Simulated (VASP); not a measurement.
Crystal: SiC.

```xyz
4
Lattice="3.2981 0.0000 0.0000 -1.6491 2.8563 0.0000 0.0000 0.0000 4.9964" Properties=species:S:1:pos:R:3 pbc="T T T"
Si    0.0000    1.9042    0.0230
Si    1.6491    0.9521    2.5212
C     0.0000    1.9042    1.9006
C     1.6491    0.9521    4.3988
```

```yaml
Program: VASP 6.6.1
Task: relaxation of the atoms
Functional: LDA
Potentials_or_basis: VASP PAW LDA potentials, release 64 (Si, C)
Cutoff: 520 eV
k_mesh: 12 × 12 × 6
Occupations: gaussian, width 0.05 eV
Spin: no spin polarisation
```

At the start: pressure -23.8 GPa; volume 11.77 Å³/atom.

**Question.** How do energy, volume and symmetry change on relaxing?

**Answer.** Over 3 steps the energy falls by 3.5 meV/atom at a fixed cell; space group P6_3mc (No. 186, to 0.1 Å) before and after.

The path:
| step | energy change (eV) | largest force (eV/Å) | pressure (GPa) |
| --- | --- | --- | --- |
| 1 | 0.0000 | 0.4905 | -23.80 |
| 2 | -0.0085 | 0.2841 | -24.82 |
| 3 | -0.0138 | 0.0002 | -24.47 |

Final structure:
```
CELL_PARAMETERS angstrom
3.29815 0.00000 0.00000
-1.64907 2.85628 0.00000
0.00000 0.00000 4.99637
ATOMIC_POSITIONS crystal
Si 0.33333 0.66667 0.00172
Si 0.66667 0.33333 0.50172
C 0.33333 0.66667 0.38328
C 0.66667 0.33333 0.88328
```
